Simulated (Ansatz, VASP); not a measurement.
## One calculation of GaP, two programs

```xyz
2
Lattice="0.0000 2.7254 2.7254 2.7254 0.0000 2.7254 2.7254 2.7254 0.0000" Properties=species:S:1:pos:R:3 pbc="T T T"
Ga    0.0000    0.0000    0.0000
P     1.3627    1.3627    1.3627
```

Alike in both runs: task single point; functional PBE; k mesh 8 × 8 × 8; no spin polarisation.

|  | VASP | Ansatz |
| --- | --- | --- |
| version | VASP 6.6.1 | Ansatz 0.2.0 |
| potentials or method | VASP PAW PBE potentials, release 64 (Ga_d, P) | plane waves, PAW |
| plane-wave cutoff (eV) | 520 | 420 |
| occupations | gaussian, width 0.01 eV | fixed |
| valence electrons in the cell | 18 | 18 |

```tsv
	VASP	Ansatz	Ansatz less VASP
gap on the k mesh at the Fermi level (eV)	1.64	1.64	0.000
pressure (GPa)	2.5	2.5	+0.02
```
